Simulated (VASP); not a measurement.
# SnO (C2/m) in VASP: notebook

SnO is run at these levels: PBEsol; tasks: electric field gradients.

Everything below comes from runs of VASP 6.6.1. Logs are shortened: lines on timing, memory, paths and dates and some standing lists are left out, and cuts for length are marked.

## (1) The cell of the first run

Symmetry: C2/m, No. 12, monoclinic system. Conventional cell: a = 5.297 Å, b = 5.457 Å, c = 4.837 Å, α = 90.00°, β = 92.45°, γ = 90.00°. Sn (site symmetry m) has 4 O at 2.19 to 2.25 Å within 2.9 Å. Within 2.9 Å of O (site symmetry 2) lie 4 Sn at 2.19 to 2.25 Å and 4 O at 2.65 to 2.73 Å.

## (2) Electric field gradients, PBEsol (equal xy, yz and zx shear strains of -3 %)

Input file INCAR:

```
PREC = Accurate ; ENCUT = 520
EDIFF = 1E-8 ; ISMEAR = -1
SIGMA = 0.01 ; LREAL = F
LASPH = T ; NELM = 80
ALGO = Normal ; ISIF = 2
LWAVE = F ; LCHARG = F
GGA = PS ; LEFG = T
NBANDS = 28
```

Input file KPOINTS:

```
Automatic mesh
0
Gamma
  8 8 6
```

Input file POSCAR:

```
SnO
1.0
    3.8020000000     -0.0570300000     -0.0570300000
   -0.0570300000      3.8020000000     -0.0570300000
   -0.0725400000     -0.0725400000      4.8360000000
Sn O
2 2
Direct
    0.0000000000      0.5000000000      0.2385000000
    0.5000000000      0.0000000000      0.7615000000
    0.0000000000      0.0000000000      0.0000000000
    0.5000000000      0.5000000000      0.0000000000
```

Potentials or basis: VASP PAW PBE potentials, release 64 (Sn_d, O).

Command:

```
cat potpaw_PBE.64/Sn_d/POTCAR potpaw_PBE.64/O/POTCAR > POTCAR
mpirun -np 1 vasp_std > vasp.out
```

OUTCAR:

```text
PREC = Accurate
   ENCUT = 520
   EDIFF = 1E-8
   ISMEAR = -1
   LREAL = F
   LASPH = T
   NELM = 80
   ISIF = 2
   GGA = PS

 ion  position               nearest neighbor table
   1  0.000  0.500  0.239-   3 2.19   4 2.19   3 2.25   4 2.25   2 3.44   2 3.57   2 3.57   2 3.58
                             2 3.59   2 3.72   2 3.72   2 3.74
   2  0.500  0.000  0.761-   3 2.19   4 2.19   4 2.25   3 2.25   1 3.44   1 3.57   1 3.57   1 3.58
                             1 3.59   1 3.72   1 3.72   1 3.74
   3  0.000  0.000  0.000-   1 2.19   2 2.19   1 2.25   2 2.25
   4  0.500  0.500  0.000-   1 2.19   2 2.19   2 2.25   1 2.25

  LATTYP: Found a base centered monoclinic cell.
 ALAT       =     5.2974154345
 B/A-ratio  =     1.0302179678
 C/A-ratio  =     1.3250374009
 COS(beta)  =    -0.7252498369

  Lattice vectors:

 A1 = (  -3.8020000000,   0.0570300000,   0.0570300000)
 A2 = (   0.0570300000,  -3.8020000000,   0.0570300000)
 A3 = (   3.6724300000,   3.6724300000,   4.7219400000)

Analysis of symmetry for initial positions (statically):
=====================================================================
 Subroutine PRICEL returns:
 Original cell was already a primitive cell.

 Routine SETGRP: Setting up the symmetry group for a
 base centered monoclinic supercell.

 Subroutine GETGRP returns: Found  4 space group operations
 (whereof  2 operations were pure point group operations)
 out of a pool of  4 trial point group operations.

The static configuration has the point symmetry C_2 .
 The point group associated with its full space group is C_2h.

Analysis of symmetry for dynamics (positions and initial velocities):
=====================================================================
 Subroutine PRICEL returns:
 Original cell was already a primitive cell.

 Routine SETGRP: Setting up the symmetry group for a
 base centered monoclinic supercell.

 Subroutine GETGRP returns: Found  4 space group operations
 (whereof  2 operations were pure point group operations)
 out of a pool of  4 trial point group operations.

The dynamic configuration has the point symmetry C_2 .
 The point group associated with its full space group is C_2h.

 Subroutine INISYM returns: Found  4 space group operations
 (whereof  2 operations are pure point group operations),
 and found     1 'primitive' translations

----------------------------------------------------------------------------------------

                                     Primitive cell

  volume of cell :      69.8577

  direct lattice vectors                    reciprocal lattice vectors
     3.802000000 -0.057030000 -0.057030000     0.263139680  0.004007203  0.004007203
    -0.057030000  3.802000000 -0.057030000     0.004007203  0.263139680  0.004007203
    -0.072540000 -0.072540000  4.836000000     0.003150411  0.003150411  0.206876977

  length of vectors
     3.802855354  3.802855354  4.837087978     0.263200696  0.263200696  0.206924947

  position of ions in fractional coordinates (direct lattice)
     0.000000000  0.500000000  0.238500000
     0.500000000  0.000000000  0.761500000
     0.000000000  0.000000000  0.000000000
     0.500000000  0.500000000  0.000000000

  ion indices of the primitive-cell ions
   primitive index   ion index
                 1           1
                 2           2
                 3           3
                 4           4

----------------------------------------------------------------------------------------

 KPOINTS: Automatic mesh

Automatic generation of k-mesh.
 Grid dimensions read from file:
 generate k-points for:    8    8    6

 Generating k-lattice:

  Cartesian coordinates                     Fractional coordinates (reciprocal lattice)
     0.032892460  0.000500900  0.000500900     0.125000000  0.000000000  0.000000000
     0.000500900  0.032892460  0.000500900     0.000000000  0.125000000  0.000000000
     0.000525068  0.000525068  0.034479496     0.000000000  0.000000000  0.166666667

  Length of vectors
     0.032900087  0.032900087  0.034487491

  Shift w.r.t. Gamma in fractional coordinates (k-lattice)
     0.000000000  0.000000000  0.000000000

 Subroutine IBZKPT returns following result:
 ===========================================

 Found    114 irreducible k-points:

 Following reciprocal coordinates:
            Coordinates               Weight
  0.000000  0.000000  0.000000      1.000000
  0.125000 -0.000000  0.000000      4.000000
  0.250000 -0.000000  0.000000      4.000000
  0.375000 -0.000000 -0.000000      4.000000
  0.500000 -0.000000  0.000000      2.000000
  0.125000  0.125000  0.000000      2.000000
[... 16 lines left out ...]
  0.125000  0.000000  0.166667      4.000000
  0.250000 -0.000000  0.166667      4.000000
 [... further k-points ...]
   k-points           NKPTS =    114   k-points in BZ     NKDIM =    114   number of bands    NBANDS=     28
   number of dos      NEDOS =    301   number of ions     NIONS =      4
   total plane-waves  NPLWV =  28224
   dimension x,y,z NGX =    28 NGY =   28 NGZ =   36
   dimension x,y,z NGXF=    56 NGYF=   56 NGZF=   72
   ions per type =               2   2
   NGX,Y,Z   is equivalent  to a cutoff of  12.24, 12.24, 12.37 a.u.
   NGXF,Y,Z  is equivalent  to a cutoff of  24.48, 24.48, 24.75 a.u.
 SYSTEM =  unknown system
   PREC   = accura    normal or accurate (medium, high low for compatibility)
   ISTART =      0    job   : 0-new  1-cont  2-samecut
   ICHARG =      2    charge: 1-file 2-atom 10-const
   ISPIN  =      1    spin polarized calculation?
   LNONCOLLINEAR =      F non collinear calculations
   LSORBIT =      F    spin-orbit coupling
   LASPH  =      T    aspherical Exc in radial PAW
   ENCUT  =  520.0 eV  38.22 Ry    6.18 a.u.   7.07  7.07  8.99*2*pi/ulx,y,z
   NELM   =     80;   NELMIN=  2; NELMDL= -5     # of ELM steps
   EDIFF  = 0.1E-07   stopping-criterion for ELM
   LREAL  =      F    real-space projection
   EDIFFG = 0.1E-06   stopping-criterion for IOM
   NSW    =      0    number of steps for IOM
   IBRION =     -1    ionic relax: 0-MD 1-quasi-New 2-CG
   NFREE  =      0    steps in history (QN), initial steepest desc. (CG)
   ISIF   =      2    stress and relaxation
   ISYM   =      2    0-nonsym 1-usesym 2-fastsym
   POTIM  = 0.5000    time-step for ionic-motion
   TEBEG  =    0.0;   TEEND  =   0.0 temperature during run
   PSTRESS=    0.0 pullay stress
   NELECT =      40.0000    total number of electrons
   NUPDOWN=      -1.0000    fix difference up-down
   EMIN   =  10.00;   EMAX   =-10.00  energy-range for DOS
   EFERMI =   0.00;   METHOD = LEGACY
   ISMEAR =    -1;   SIGMA  =   0.01  broadening in eV -4-tet -1-fermi 0-gaus
   EFERMI_NEDOS =   21; number of points for ismear=-14 and -15
   IALGO  =     38    algorithm
   IMIX   =      4    mixing-type and parameters
     AMIX     =   0.40;   BMIX     =  1.00
     AMIX_MAG =   1.60;   BMIX_MAG =  1.00
  volume/ion in A,a.u.               =      17.46       117.86
  Fermi-wavevector in a.u.,A,eV,Ry     =   1.359430  2.568949 25.144230  1.848049
  Thomas-Fermi vector in A             =   2.486178
   LORBIT       =      0    0 simple, 1 ext, 2 COOP (PROOUT), +10 PAW based schemes
   GGA     = PS    functional components
   LHFCALC =     F    Hartree Fock is set to
   AEXX    =    0.0000 exact exchange contribution
   IVDW    =     0    specifies the selected vdW correction
   LEPSILON=     F    determine dielectric tensor
   LRPA    =     F    only Hartree local field effects (RPA)
 non-spin polarized calculation
  energy-cutoff  :      520.00
  volume of cell :       69.86
 maximum number of plane-waves:      1899
   NGX = 15   NGY = 15   NGZ = 17

 number of electron      40.0000002 magnetization

 Free energy of the ion-electron system (eV)
  ---------------------------------------------------
  ext. energy  EPLUGINS =         0.00000000
  ---------------------------------------------------
  free energy    TOTEN  =       -24.17286789 eV

  energy without entropy =      -24.17272538  energy(sigma->0) =      -24.17279664

 E-fermi :   7.0719     XC(G=0): -10.5003

 val. band max:        7.0615808692   @ k =   0.0000   0.0000   0.0000
 cond. band min:       7.1219384599   @ k =   0.5000   0.5000   0.0000
 fundamental gap:      0.0603575907
 Fermi energy:         7.0718543730

 k-point     1 :       0.0000    0.0000    0.0000
  band No.  band energies     occupation
      1     -14.8765      2.00000
      2     -14.4456      2.00000
      3     -14.4229      2.00000
      4     -14.4090      2.00000
      5     -14.3746      2.00000
      6     -14.3711      2.00000
[... 20 lines left out ...]
     27      13.8524      0.00000
     28      14.2025      0.00000

 k-point     2 :       0.1250   -0.0000    0.0000
  band No.  band energies     occupation
      1     -14.8684      2.00000
      2     -14.4477      2.00000
      3     -14.4207      2.00000
      4     -14.4076      2.00000
      5     -14.3797      2.00000
      6     -14.3685      2.00000
[... 20 lines left out ...]
     27      14.0373      0.00000
     28      15.3690      0.00000

 k-point     3 :       0.2500   -0.0000    0.0000
  band No.  band energies     occupation
      1     -14.8457      2.00000
      2     -14.5335      2.00000
      3     -14.4196      2.00000
      4     -14.4023      2.00000
      5     -14.3859      2.00000
      6     -14.3784      2.00000
[... 20 lines left out ...]
     27      14.3163      0.00000
     28      17.3669      0.00000

 k-point     4 :       0.3750   -0.0000   -0.0000
  band No.  band energies     occupation
      1     -14.8089      2.00000
      2     -14.6522      2.00000
      3     -14.4039      2.00000
      4     -14.3918      2.00000
      5     -14.3830      2.00000
      6     -14.3795      2.00000
[... 578 lines left out ...]
     27      13.8019      0.00000
     28      14.4685      0.00000

 k-point    23 :       0.1250    0.0000    0.1667
  band No.  band energies     occupation
      1     -14.8637      2.00000
      2     -14.4360      2.00000
      3     -14.4247      2.00000
      4     -14.4076      2.00000
      5     -14.3812      2.00000
      6     -14.3708      2.00000
[... 20 lines left out ...]
     27      14.1100      0.00000
     28      15.5138      0.00000

 k-point    24 :       0.2500   -0.0000    0.1667
  band No.  band energies     occupation
      1     -14.8426      2.00000
      2     -14.5384      2.00000
      3     -14.4176      2.00000
      4     -14.4017      2.00000
      5     -14.3896      2.00000
      6     -14.3737      2.00000
[... 20 lines left out ...]
     27      14.5863      0.00000
     28      17.3206      0.00000

 [... further k-points ...]
[... 5 lines left out ...]
  --------------------------------------------------------------------------------------
  -------------------------------------------------------------------------------------
  Total        0.2637107      0.2637107      0.0593410      1.1062157      0.7270806      0.7270791
  in kB        6.0481707      6.0481707      1.3609769     25.3709117     16.6754967     16.6754623
  external PRESSURE =       4.4857728 kB  Pullay stress =       0.0000000 kB

 VOLUME and BASIS-vectors are now :
 -----------------------------------------------------------------------------
  energy-cutoff  :      520.00
  volume of cell :       69.86
      direct lattice vectors                 reciprocal lattice vectors
     3.802000000 -0.057030000 -0.057030000     0.263139680  0.004007203  0.004007203
    -0.057030000  3.802000000 -0.057030000     0.004007203  0.263139680  0.004007203
    -0.072540000 -0.072540000  4.836000000     0.003150411  0.003150411  0.206876977

 POSITION                                       TOTAL-FORCE (eV/Angst)
 -----------------------------------------------------------------------------------
     -0.04582      1.88370      1.12487         0.181698      0.181698      0.181583
      1.84576     -0.08375      3.65410        -0.181698     -0.181698     -0.181583
      0.00000      0.00000      0.00000         0.113309     -0.113309     -0.000000
      1.87248      1.87248     -0.05703        -0.113309      0.113309     -0.000000
 -----------------------------------------------------------------------------------
    total drift:                                0.000000      0.000000      0.000000

  FREE ENERGIE OF THE ION-ELECTRON SYSTEM (eV)
  ---------------------------------------------------
  free  energy   TOTEN  =       -24.1728678928 eV

  energy  without entropy=      -24.1727253773  energy(sigma->0) =      -24.17279664

 Electric field gradients (V/A^2)
---------------------------------------------------------------------
 ion       V_xx      V_yy      V_zz      V_xy      V_xz      V_yz
---------------------------------------------------------------------
   1      80.161    80.161  -160.321     4.400   -27.068   -27.068
   2      80.161    80.161  -160.321     4.400   -27.068   -27.068
   3      -0.983    -0.983     1.966    -9.475     0.734     0.734
   4      -0.983    -0.983     1.966    -9.475     0.734     0.734
---------------------------------------------------------------------

 Electric field gradients after diagonalization (V/A^2)
 (convention: |V_zz| > |V_xx| > |V_yy|)
----------------------------------------------------------------------
 ion       V_xx      V_yy      V_zz     asymmetry (V_yy - V_xx)/ V_zz
----------------------------------------------------------------------
   1      90.405    75.761  -166.165       0.088
   2      90.405    75.761  -166.165       0.088
   3       8.492     2.052   -10.544       0.611
   4       8.492     2.052   -10.544       0.611
----------------------------------------------------------------------

           NMR quadrupolar parameters

 Cq : quadrupolar parameter    Cq=e*Q*V_zz/h
 eta: asymmetry parameters     (V_yy - V_xx)/ V_zz
 Q  : nuclear electric quadrupole moment in mb (millibarn)
----------------------------------------------------------------------
 ion       Cq(MHz)       eta       Q (mb)
----------------------------------------------------------------------
   1      -0.402       0.088       1.000
   2      -0.402       0.088       1.000
   3      -0.025       0.611       1.000
   4      -0.025       0.611       1.000
----------------------------------------------------------------------
```

Wall time 6.2 min (1 thread of AMD EPYC 7R13, shared host); peak memory 0.27 GiB.

Results:

```
Free energy            : -24.1729 eV
Pressure               : 0.4 GPa
Largest force          : 0.315 eV/Å
Band gap on the k mesh : zero (band 20 reaches 7.06 eV, above the bottom of band 21 at 7.03 eV)
```

Forces on the atoms (eV/Å):
```
Sn   0.182  0.182  0.182
Sn  -0.182 -0.182 -0.182
O    0.113 -0.113  0.000
O   -0.113  0.113  0.000
```

Electric field gradients, principal values (V/Å²):
| atom | least | middle | greatest (by size) |
| --- | --- | --- | --- |
| 1 Sn | 75.761 | 90.405 | -166.165 |
| 2 Sn | 75.761 | 90.405 | -166.165 |
| 3 O | 2.052 | 8.492 | -10.544 |
| 4 O | 2.052 | 8.492 | -10.544 |

Caveat: the cell differs from its parent crystal (equal xy, yz and zx shear strains of -3 %); without QUAD_EFG the Cq values of the log hold for a quadrupole moment of 1 mb, not for the nuclei; the PAW data sets were made with another functional, which shifts forces and pressure a little; spin-orbit coupling is left out, which moves the levels of the heavy elements.

(Part 1 of 2 ends here.)
